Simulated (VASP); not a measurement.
Set up this calculation in VASP 6.6.1, as the native input.

```yaml
Task: single point
Functional: PBEsol
Dispersion: D3(BJ)
Potentials_or_basis: VASP PAW PBE potentials, release 64 (Mn_pv, S)
Cutoff: 520 eV
k_mesh: 5 × 5 × 5
Occupations: fermi-dirac, width 0.01 eV
Spin: collinear spin, ferromagnetic start
Starting_moments: "[5.2, 0.0] μB"
Dipole_correction: no
Further_INCAR_settings: ALGO = Normal; EDIFF = 1e-07; NBANDS = 20
```

The structure of MnS lies in POSCAR:

```
MnS
1.0
    0.0000000000      2.8000000000      2.8000000000
    2.8000000000      0.0000000000      2.8000000000
    2.8000000000      2.8000000000      0.0000000000
Mn S
1 1
Direct
    0.0000000000      0.0000000000      0.0100000000
    0.2500000000      0.2500000000      0.2500000000
```

One way to write it, as run:

INCAR

```
  ALGO = Normal
  EDIFF = 1E-7
  ENCUT = 520
  GGA = PS
  ISIF = 2
  ISMEAR = -1
  ISPIN = 2
  IVDW = 12
  LASPH = T
  LCHARG = F
  LMAXMIX = 4
  LORBIT = 11
  LREAL = F
  LWAVE = F
  MAGMOM = 5.2 0
  NBANDS = 20
  NELM = 150
  PREC = Accurate
  SIGMA = 0.01
```

KPOINTS

```
k-points
0
Gamma
  5 5 5
```

Potentials or basis: VASP PAW PBE potentials, release 64 (Mn_pv, S).

The run is started by

```bash
$ cat potpaw_PBE.64/Mn_pv/POTCAR potpaw_PBE.64/S/POTCAR > POTCAR
$ mpirun -np 1 vasp_std > vasp.out
```

It gave:

```json
{"Pressure": "-3.5 GPa", "Largest force": "0.196 eV/Å", "Net moment": "4.95 μB per cell", "Site moments": "Mn +4.33; S +0.09 μB", "Valence electrons inside the program's atomic spheres": "Mn 11.38; S 3.73", "Dispersion energy per atom": "-0.287 eV"}
```

Caveat: the k points lie up to 0.39 Å⁻¹ apart; the PAW data sets were made with another functional, which shifts forces and pressure a little; a cell with one magnetic atom can't hold antiferromagnetic order, which such compounds often take.

Run time: 77 s on 1 thread of Intel(R) Xeon(R) Platinum 8259CL CPU @ 2.50GHz (Skylake/Cascade Lake), with other jobs on the host, peak memory 0.22 GiB.
